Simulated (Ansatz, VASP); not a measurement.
**One calculation of Nb, two programs**

File INCAR:

```
PREC = Accurate ; ENCUT = 520
EDIFF = 1E-6 ; ISMEAR = 0
SIGMA = 0.15 ; LREAL = False
LASPH = True ; NELM = 100
ALGO = Fast ; ISIF = 2
LWAVE = False ; LCHARG = False
GGA = PS ; NBANDS = 12
```

KPOINTS

```
regular mesh
0
Gamma
  22 22 22
```

Contents of POSCAR:

```
Nb
1.0
   -0.4583504489      1.9124277349      1.9124277349
    1.9124277349     -0.4583504489      1.9124277349
    1.9124277349      1.9124277349     -0.4583504489
Nb
1
Direct
    0.0000000000      0.0000000000      0.0000000000
```

Input for Ansatz:

```yaml
crystal:
  lattice:
    - [-0.4583504489, 1.9124277349, 1.9124277349]
    - [1.9124277349, -0.4583504489, 1.9124277349]
    - [1.9124277349, 1.9124277349, -0.4583504489]
  atoms:
    - { symbol: Nb, position: [0.0, 0.0, 0.0] }
basis:
  ecutwfc: 420
kpoints:
  mp_grid: { grid: [22, 22, 22] }
hamiltonian:
  xc: pbesol
scf:
  occupations: { method: gaussian, width: 0.15 }
output:
  forces: true
  stress: true
  eigenvalues: true
```

Alike in both runs: task single point; functional PBEsol; k mesh 22 × 22 × 22; occupations gaussian, width 0.15 eV; no spin polarisation.

```csv
,VASP,Ansatz
version,VASP 6.6.1,Ansatz 0.2.0
potentials or method,"VASP PAW PBE potentials, release 64 (Nb_sv), cutoff 520 eV","scalar-relativistic, plane waves, PAW"
valence electrons in the cell,13,13
```

```csv
,VASP,Ansatz,Ansatz less VASP
gap on the k mesh at the Fermi level (eV),none,none,-
pressure (GPa),-6.4,-6.2,+0.22
"traceless stress, the component that is largest in VASP (GPa)",6.23,6.21,-0.021
```

VASP's potentials were made for PBE, not for PBEsol. A gap of «none» marks a metal or a gap that the smearing closes. With one functional, cell and mesh, what is left measures potentials, basis and numerics.
